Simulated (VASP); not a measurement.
# Mg (Pm-3m) in VASP: notebook

The runs below take Mg through single point, with revPBE.

Program: VASP 6.6.1. These are calculated values, not measurements. Logs are shortened: lines on timing, memory, paths and dates and some standing lists are left out, and cuts for length are marked.

### 1 The cell of the first run

It takes space group Pm-3m (No. 221, cubic). The conventional cell has a = 3.048 Å, b = 3.048 Å, c = 3.048 Å, α = 90.00°, β = 90.00°, γ = 90.00°. Mg (site symmetry m-3m) has 6 Mg at 3.05 Å within 4.0 Å.

### 2 Single point, revPBE

INCAR

```
SYSTEM = Mg
PREC     = Accurate       ! precision mode
ENCUT    = 520            ! plane-wave cutoff, eV
EDIFF    = 1E-7           ! SCF threshold, eV
ISMEAR   = -1             ! smearing method
SIGMA    = 0.1            ! smearing width, eV
LREAL    = .False.        ! projectors in reciprocal space
LASPH    = .True.         ! aspherical terms in the spheres
NELM     = 100            ! most SCF steps
ALGO     = Normal         ! electronic algorithm
ISIF     = 2              ! what is computed and relaxed
LWAVE    = .False.        ! write WAVECAR
LCHARG   = .False.        ! write CHGCAR
GGA      = RE             ! functional
NBANDS   = 7              ! bands
```

KPOINTS

```
regular mesh
0
Gamma
  11 11 11
  0 0 0
```

POSCAR

```
Mg
1.0
    3.0479767648      0.0000000000      0.0000000000
    0.0000000000      3.0479767648      0.0000000000
    0.0000000000      0.0000000000      3.0479767648
Mg
1
Direct
    0.0000000000      0.0000000000      0.0000000000
```

Potentials or basis: VASP PAW PBE potentials, release 64 (Mg).

On the command line:

```console
cat potpaw_PBE.64/Mg/POTCAR > POTCAR
mpirun -np 1 vasp_std > vasp.out
```

OUTCAR:

```text
SYSTEM = Mg
   PREC = Accurate
   ENCUT = 520
   EDIFF = 1E-7
   ISMEAR = -1
   LREAL = .False.
   LASPH = .True.
   NELM = 100
   ISIF = 2
   GGA = RE

 ion  position               nearest neighbor table
   1  0.000  0.000  0.000-

  LATTYP: Found a simple cubic cell.
 ALAT       =     3.0479767648

  Lattice vectors:

 A1 = (   3.0479767648,   0.0000000000,   0.0000000000)
 A2 = (   0.0000000000,   3.0479767648,   0.0000000000)
 A3 = (   0.0000000000,   0.0000000000,   3.0479767648)

Analysis of symmetry for initial positions (statically):
=====================================================================
 Subroutine PRICEL returns:
 Original cell was already a primitive cell.

 Routine SETGRP: Setting up the symmetry group for a
 simple cubic supercell.

 Subroutine GETGRP returns: Found 48 space group operations
 (whereof 48 operations were pure point group operations)
 out of a pool of 48 trial point group operations.

The static configuration has the point symmetry O_h .

Analysis of symmetry for dynamics (positions and initial velocities):
=====================================================================
 Subroutine PRICEL returns:
 Original cell was already a primitive cell.

 Routine SETGRP: Setting up the symmetry group for a
 simple cubic supercell.

 Subroutine GETGRP returns: Found 48 space group operations
 (whereof 48 operations were pure point group operations)
 out of a pool of 48 trial point group operations.

The dynamic configuration has the point symmetry O_h .

 Subroutine INISYM returns: Found 48 space group operations
 (whereof 48 operations are pure point group operations),
 and found     1 'primitive' translations

----------------------------------------------------------------------------------------

                                     Primitive cell

  volume of cell :      28.3162

  direct lattice vectors                    reciprocal lattice vectors
     3.047976765  0.000000000  0.000000000     0.328086491  0.000000000  0.000000000
     0.000000000  3.047976765  0.000000000     0.000000000  0.328086491  0.000000000
     0.000000000  0.000000000  3.047976765     0.000000000  0.000000000  0.328086491

  length of vectors
     3.047976765  3.047976765  3.047976765     0.328086491  0.328086491  0.328086491

  position of ions in fractional coordinates (direct lattice)
     0.000000000  0.000000000  0.000000000

  ion indices of the primitive-cell ions
   primitive index   ion index
                 1           1

----------------------------------------------------------------------------------------

 KPOINTS: regular mesh

Automatic generation of k-mesh.
 Grid dimensions read from file:
 generate k-points for:   11   11   11

 Generating k-lattice:

  Cartesian coordinates                     Fractional coordinates (reciprocal lattice)
     0.029826045  0.000000000  0.000000000     0.090909091  0.000000000  0.000000000
     0.000000000  0.029826045  0.000000000     0.000000000  0.090909091  0.000000000
     0.000000000  0.000000000  0.029826045     0.000000000  0.000000000  0.090909091

  Length of vectors
     0.029826045  0.029826045  0.029826045

  Shift w.r.t. Gamma in fractional coordinates (k-lattice)
     0.000000000  0.000000000  0.000000000

 Subroutine IBZKPT returns following result:
 ===========================================

 Found     56 irreducible k-points:

 Following reciprocal coordinates:
            Coordinates               Weight
  0.000000  0.000000  0.000000      1.000000
  0.090909  0.000000  0.000000      6.000000
  0.181818  0.000000  0.000000      6.000000
  0.272727  0.000000  0.000000      6.000000
  0.363636  0.000000  0.000000      6.000000
  0.454545  0.000000  0.000000      6.000000
[... 16 lines left out ...]
  0.181818  0.090909  0.090909     24.000000
  0.272727  0.090909  0.090909     24.000000
 [... further k-points ...]
   k-points           NKPTS =     56   k-points in BZ     NKDIM =     56   number of bands    NBANDS=      7
   number of dos      NEDOS =    301   number of ions     NIONS =      1
   total plane-waves  NPLWV =  13824
   dimension x,y,z NGX =    24 NGY =   24 NGZ =   24
   dimension x,y,z NGXF=    48 NGYF=   48 NGZF=   48
   ions per type =               1
   NGX,Y,Z   is equivalent  to a cutoff of  13.09, 13.09, 13.09 a.u.
   NGXF,Y,Z  is equivalent  to a cutoff of  26.18, 26.18, 26.18 a.u.
 SYSTEM =  Mg
   PREC   = accura    normal or accurate (medium, high low for compatibility)
   ISTART =      0    job   : 0-new  1-cont  2-samecut
   ICHARG =      2    charge: 1-file 2-atom 10-const
   ISPIN  =      1    spin polarized calculation?
   LNONCOLLINEAR =      F non collinear calculations
   LSORBIT =      F    spin-orbit coupling
   LASPH  =      T    aspherical Exc in radial PAW
   ENCUT  =  520.0 eV  38.22 Ry    6.18 a.u.   5.67  5.67  5.67*2*pi/ulx,y,z
   NELM   =    100;   NELMIN=  2; NELMDL= -5     # of ELM steps
   EDIFF  = 0.1E-06   stopping-criterion for ELM
   LREAL  =      F    real-space projection
   EDIFFG = 0.1E-05   stopping-criterion for IOM
   NSW    =      0    number of steps for IOM
   IBRION =     -1    ionic relax: 0-MD 1-quasi-New 2-CG
   NFREE  =      0    steps in history (QN), initial steepest desc. (CG)
   ISIF   =      2    stress and relaxation
   ISYM   =      2    0-nonsym 1-usesym 2-fastsym
   POTIM  = 0.5000    time-step for ionic-motion
   TEBEG  =    0.0;   TEEND  =   0.0 temperature during run
   PSTRESS=    0.0 pullay stress
   NELECT =       2.0000    total number of electrons
   NUPDOWN=      -1.0000    fix difference up-down
   EMIN   =  10.00;   EMAX   =-10.00  energy-range for DOS
   EFERMI =   0.00;   METHOD = LEGACY
   ISMEAR =    -1;   SIGMA  =   0.10  broadening in eV -4-tet -1-fermi 0-gaus
   EFERMI_NEDOS =   21; number of points for ismear=-14 and -15
   IALGO  =     38    algorithm
   IMIX   =      4    mixing-type and parameters
     AMIX     =   0.40;   BMIX     =  1.00
     AMIX_MAG =   1.60;   BMIX_MAG =  1.00
  volume/ion in A,a.u.               =      28.32       191.09
  Fermi-wavevector in a.u.,A,eV,Ry     =   0.676716  1.278808  6.230716  0.457945
  Thomas-Fermi vector in A             =   1.754111
   LORBIT       =      0    0 simple, 1 ext, 2 COOP (PROOUT), +10 PAW based schemes
   GGA     = RE    functional components
   LHFCALC =     F    Hartree Fock is set to
   AEXX    =    0.0000 exact exchange contribution
   IVDW    =     0    specifies the selected vdW correction
   LEPSILON=     F    determine dielectric tensor
   LRPA    =     F    only Hartree local field effects (RPA)
 non-spin polarized calculation
  energy-cutoff  :      520.00
  volume of cell :       28.32
 maximum number of plane-waves:       780
 NGX is ok and might be reduce to    24
   NGX = 11   NGY = 11   NGZ = 11

 number of electron       2.0000000 magnetization

 Free energy of the ion-electron system (eV)
  ---------------------------------------------------
  ext. energy  EPLUGINS =         0.00000000
  ---------------------------------------------------
  free energy    TOTEN  =        -0.99408416 eV

  energy without entropy =       -0.98092181  energy(sigma->0) =       -0.98750299

 E-fermi :   1.6196     XC(G=0):  -7.7620

 val. band max:        1.5776949780   @ k =   0.4545   0.2727   0.0909
 cond. band min:       1.8063144193   @ k =   0.3636   0.3636   0.3636
 fundamental gap:      0.2286194413
 Fermi energy:         1.6196148124

 k-point     1 :       0.0000    0.0000    0.0000
  band No.  band energies     occupation
      1      -4.4162      2.00000
      2       9.6582      0.00000
      3       9.6582      0.00000
      4      10.9653      0.00000
      5      10.9653      0.00000
      6      10.9653      0.00000
      7      15.2918      0.00000

 k-point     2 :       0.0909    0.0000    0.0000
  band No.  band energies     occupation
      1      -4.2827      2.00000
      2       8.0106      0.00000
      3       9.7760      0.00000
      4      11.0781      0.00000
      5      11.0781      0.00000
      6      12.2434      0.00000
      7      15.9737      0.00000

 k-point     3 :       0.1818    0.0000    0.0000
  band No.  band energies     occupation
      1      -3.8833      2.00000
      2       5.8573      0.00000
      3      10.1234      0.00000
      4      11.4170      0.00000
      5      11.4170      0.00000
      6      13.3701      0.00000
      7      17.8958      0.00000

 k-point     4 :       0.2727    0.0000    0.0000
  band No.  band energies     occupation
      1      -3.2215      2.00000
      2       3.8126      0.00000
      3      10.6758      0.00000
      4      11.9824      0.00000
      5      11.9824      0.00000
      6      14.2562      0.00000
      7      18.2459      0.00000

 k-point     5 :       0.3636    0.0000    0.0000
  band No.  band energies     occupation
      1      -2.3036      2.00000
      2       1.9543      0.06799
      3      11.3594      0.00000
      4      12.7751      0.00000
      5      12.7751      0.00000
      6      15.1426      0.00000
      7      16.5450      0.00000
[... 161 lines left out ...]
 k-point    22 :       0.0909    0.0909    0.0909
  band No.  band energies     occupation
      1      -4.0161      2.00000
      2       7.9137      0.00000
      3       7.9137      0.00000
      4       9.9333      0.00000
      5      13.4175      0.00000
      6      13.4175      0.00000
      7      16.8299      0.00000

 k-point    23 :       0.1818    0.0909    0.0909
  band No.  band energies     occupation
      1      -3.6175      2.00000
      2       6.0416      0.00000
      3       8.2671      0.00000
      4       9.9623      0.00000
      5      13.7209      0.00000
      6      15.0100      0.00000
      7      18.1138      0.00000

 k-point    24 :       0.2727    0.0909    0.0909
  band No.  band energies     occupation
      1      -2.9569      2.00000
      2       4.0455      0.00000
      3       8.8457      0.00000
      4      10.4983      0.00000
      5      14.1205      0.00000
      6      15.7914      0.00000
      7      16.3277      0.00000

 [... further k-points ...]
[... 5 lines left out ...]
  --------------------------------------------------------------------------------------
  -------------------------------------------------------------------------------------
  Total       -0.0158357     -0.0158357     -0.0158357      0.0000000      0.0000000      0.0000000
  in kB       -0.8960085     -0.8960085     -0.8960085      0.0000000      0.0000000      0.0000000
  external PRESSURE =      -0.8960085 kB  Pullay stress =       0.0000000 kB

 VOLUME and BASIS-vectors are now :
 -----------------------------------------------------------------------------
  energy-cutoff  :      520.00
  volume of cell :       28.32
      direct lattice vectors                 reciprocal lattice vectors
     3.047976765  0.000000000  0.000000000     0.328086491  0.000000000  0.000000000
     0.000000000  3.047976765  0.000000000     0.000000000  0.328086491  0.000000000
     0.000000000  0.000000000  3.047976765     0.000000000  0.000000000  0.328086491

 POSITION                                       TOTAL-FORCE (eV/Angst)
 -----------------------------------------------------------------------------------
      0.00000      0.00000      0.00000         0.000000      0.000000      0.000000
 -----------------------------------------------------------------------------------
    total drift:                               -0.000000      0.000000      0.000000

  FREE ENERGIE OF THE ION-ELECTRON SYSTEM (eV)
  ---------------------------------------------------
  free  energy   TOTEN  =        -0.9940841576 eV

  energy  without entropy=       -0.9809218143  energy(sigma->0) =       -0.98750299
```

Run time: 6.9 s. Hardware: 1 thread of Intel Xeon Platinum 8488C (Sapphire Rapids), shared host; peak memory 0.13 GiB.

What came out:

| Property | Result |
| --- | --- |
| Free energy | -0.9941 eV |
| Pressure | -0.1 GPa |
| Band gap on the k mesh | zero (band 1 reaches 4.99 eV, above the bottom of band 2 at 0.33 eV) |

Caveat: the PAW data sets were made with another functional, which shifts forces and pressure a little.

### 3 Single point, revPBE (volume scaled by 0.88)

INCAR

```
SYSTEM = Mg
ALGO = Normal ; EDIFF = 1E-7
ENCUT = 520 ; GGA = RE
ISIF = 2 ; ISMEAR = -1
LASPH = .True. ; LCHARG = .False.
LREAL = .False. ; LWAVE = .False.
NBANDS = 7 ; NELM = 80
PREC = Accurate ; SIGMA = 0.1
```

KPOINTS

```
k-points
0
Gamma
  12 12 12
  0 0 0
```

POSCAR

```
Mg
1.0
    2.9208272789      0.0000000000      0.0000000000
    0.0000000000      2.9208272789      0.0000000000
    0.0000000000      0.0000000000      2.9208272789
Mg
1
Direct
    0.0000000000      0.0000000000      0.0000000000
```

Potentials or basis: VASP PAW PBE potentials, release 64 (Mg).

On the command line:

```console
cat potpaw_PBE.64/Mg/POTCAR > POTCAR
mpirun -np 1 vasp_std > vasp.out
```

Run time: 8.3 s. Hardware: 1 thread of Intel Xeon Platinum 8488C (Sapphire Rapids), shared host; peak memory 0.14 GiB.

The run converged. Its results:

```
Free energy            : -0.9543 eV
Pressure               : 3.5 GPa
Band gap on the k mesh : zero (band 1 reaches 7.22 eV, above the bottom of band 2 at 0.09 eV)
```

Levels at points of the mesh, in eV from the Fermi level:
| k point | band 1 | band 2 | band 3 | band 4 | band 5 | band 6 |
| --- | --- | --- | --- | --- | --- | --- |
| (0.00, 0.00, 0.00) | -6.52 | 8.51 | 8.51 | 10.28 | 10.28 | 10.28 |
| (0.50, 0.00, 0.00) | -2.29 | -2.11 | 11.13 | 13.80 | 13.80 | 14.06 |
| (0.50, 0.50, 0.00) | 1.46 | 1.46 | 2.56 | 2.64 | 16.48 | 16.48 |
| (0.50, 0.50, 0.50) | 5.02 | 5.02 | 5.02 | 5.89 | 5.89 | 5.89 |

Caveat: the PAW data sets were made with another functional, which shifts forces and pressure a little.

### 4 Single point, revPBE

INCAR

```
SYSTEM = Mg
ALGO = Normal
EDIFF = 1E-6
ENCUT = 520
GGA = RE
ISIF = 2
ISMEAR = -1
LASPH = .True.
LCHARG = .False.
LREAL = .False.
LWAVE = .False.
NBANDS = 7
NELM = 80
PREC = Accurate
SIGMA = 0.1
```

KPOINTS is that of step 3.

POSCAR

```
Mg
1.0
    3.0479767648      0.0000000000      0.0000000000
    0.0000000000      3.0479767648      0.0000000000
    0.0000000000      0.0000000000      3.0479767648
Mg
1
Direct
    0.0000000000      0.0000000000      0.0000000000
```

On the command line:

```console
cat potpaw_PBE.64/Mg/POTCAR > POTCAR
mpirun -np 1 vasp_std > vasp.out
```

It took 7.9 s on 1 thread of Intel Xeon Platinum 8488C (Sapphire Rapids), shared host; peak memory 0.13 GiB.

The run converged. Its results:

| Property | Result |
| --- | --- |
| Free energy | -0.9874 eV |
| Pressure | 0.0 GPa |
| Band gap on the k mesh | zero (band 1 reaches 6.08 eV, above the bottom of band 2 at -0.23 eV) |

Levels at points of the mesh, in eV from the Fermi level:
| k point | band 1 | band 2 | band 3 | band 4 |
| --- | --- | --- | --- | --- |
| (0.00, 0.00, 0.00) | -6.01 | 8.06 | 8.06 | 9.37 |
| (0.50, 0.00, 0.00) | -2.25 | -1.83 | 10.44 | 12.68 |
| (0.50, 0.50, 0.00) | 1.35 | 1.35 | 2.05 | 2.73 |
| (0.50, 0.50, 0.50) | 4.49 | 4.49 | 4.49 | 5.69 |

Caveat: the PAW data sets were made with another functional, which shifts forces and pressure a little.

### 5 Single point, revPBE (volume scaled by 1.04)

INCAR

```
PREC     = Accurate       # precision mode
ENCUT    = 520            # plane-wave cutoff, eV
EDIFF    = 1E-6           # SCF threshold, eV
ISMEAR   = -1             # smearing method
SIGMA    = 0.1            # smearing width, eV
LREAL    = F              # projectors in reciprocal space
LASPH    = T              # aspherical terms in the spheres
NELM     = 60             # most SCF steps
ALGO     = Normal         # electronic algorithm
ISIF     = 2              # what is computed and relaxed
LWAVE    = F              # write WAVECAR
LCHARG   = T              # write CHGCAR
GGA      = RE             # functional
LELF     = T              # ELF
LVHAR    = T            
NBANDS   = 7              # bands
```

KPOINTS

```
regular mesh
0
Gamma
  12 12 12
```

POSCAR

```
Mg
1.0
    3.0880863219      0.0000000000      0.0000000000
    0.0000000000      3.0880863219      0.0000000000
    0.0000000000      0.0000000000      3.0880863219
Mg
1
Direct
    0.0000000000      0.0000000000      0.0000000000
```

On the command line:

```console
cat potpaw_PBE.64/Mg/POTCAR > POTCAR
mpirun -np 1 vasp_std > vasp.out
```

It took 8.6 s on 1 thread of Intel Xeon Platinum 8488C (Sapphire Rapids), shared host; peak memory 0.14 GiB.

It converged, with:

| Item | Value |
| --- | --- |
| Free energy | -0.9842 eV |
| Pressure | -0.8 GPa |
| Band gap on the k mesh | zero (band 1 reaches 5.76 eV, above the bottom of band 2 at -0.32 eV) |

Levels at points of the mesh, in eV from the Fermi level:
| k point | band 1 | band 2 | band 3 | band 4 |
| --- | --- | --- | --- | --- |
| (0.00, 0.00, 0.00) | -5.87 | 7.92 | 7.92 | 9.10 |
| (0.50, 0.00, 0.00) | -2.23 | -1.75 | 10.24 | 12.27 |
| (0.50, 0.50, 0.00) | 1.31 | 1.31 | 1.90 | 2.75 |
| (0.50, 0.50, 0.50) | 4.33 | 4.33 | 4.33 | 5.62 |

Caveat: the PAW data sets were made with another functional, which shifts forces and pressure a little.

### 6 The runs side by side

| cell | k mesh | gap on the mesh (eV) | pressure (GPa) |
| --- | --- | --- | --- |
| a = 3.048 Å, 1 atom | 11 × 11 × 11 | none | -0.1 |
| a = 2.921 Å, 1 atom | 12 × 12 × 12 | none | 3.5 |
| a = 3.048 Å, 1 atom | 12 × 12 × 12 | none | 0.0 |
| a = 3.088 Å, 1 atom | 12 × 12 × 12 | none | -0.8 |

Alike in all rows: task single point; level revPBE; potentials or basis VASP PAW PBE potentials, release 64 (Mg); no spin polarisation; cutoff (eV) 520; smearing fermi-dirac 0.1 eV.

Caveats: the PAW data sets were made with another functional, which shifts forces and pressure a little.

Absolute energies hang on the potentials; compare differences alone.
